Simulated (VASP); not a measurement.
Runs of VASP 6.6.1 on BAs. The structure is that of space group F-43m (No. 216), or close to it. The cells are those of the table. 

```tsv
task	level	potentials or basis	cell	cutoff (eV)	gap on the mesh (eV)	pressure (GPa)	relaxed volume (Å³/atom)
relaxation of cell and atoms	LDA	VASP PAW LDA potentials, release 64 (B, As)	relaxed from a = 3.378 Å, angles 60.0°, 2 atoms	600	(b)	0.0	13.33
single point	PBE+D4	VASP PAW PBE potentials, release 64 (B, As)	a = 3.364 Å, angles 60.0°, 2 atoms	520	1.18	0.7	-
single point	RPBE	VASP PAW PBE potentials, release 64 (B, As)	a = 3.423 Å, angles 60.0°, 2 atoms	520	1.28	0.5	-
relaxation of cell and atoms	RPBE	VASP PAW PBE potentials, release 64 (B, As)	relaxed from a = 3.378 Å, angles 60.0°, 2 atoms	600	1.28	0.0	(a)
relaxation of cell and atoms	PBE	VASP PAW PBE potentials, release 64 (B, As)	relaxed from a = 3.378 Å, angles 60.0°, 2 atoms	600	(c)	0.0	13.97
```

Alike in all rows: no spin polarisation; k mesh 7 × 7 × 7; smearing fermi-dirac 0.01 eV.

Problem. Fill in the values left out.

Solution. (a) 14.24; (b) 1.12; (c) 1.22.

Caveats: the PAW data sets were made with another functional, which shifts forces and pressure a little (some runs).

A k mesh can miss the band edges, and the runs leave out spin-orbit coupling on As.
